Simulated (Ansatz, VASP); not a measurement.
# NaAg: VASP beside Ansatz

```
Na Ag
1.0
     0.00000    3.44133    3.44133
     3.44133    0.00000    3.44133
     3.44133    3.44133    0.00000
Na Ag
2 2
Cartesian
  0.8603 0.8603 0.8603
  -0.8603 -0.8603 -0.8603
  2.5810 2.5810 2.5810
  -2.5810 -2.5810 -2.5810
```

Alike in both runs: task electric field gradients; functional PBEsol; k mesh 9 × 9 × 9; occupations fermi-dirac, width 0.05 eV; no spin polarisation.

|  | VASP | Ansatz |
| --- | --- | --- |
| version | VASP 6.6.1 | Ansatz 0.2.0 |
| potentials or method | VASP PAW PBE potentials, release 64 (Na_pv, Ag), cutoff 520 eV | all-electron PAW with datasets made for the crystal, scalar-relativistic |

|  | VASP | Ansatz | Ansatz less VASP |
| --- | --- | --- | --- |
| pressure (GPa) | 0.0 | 0.0 | -0.03 |

VASP's potentials were made for PBE, not for PBEsol. Ansatz ran all-electron here, and VASP with PAW potentials.
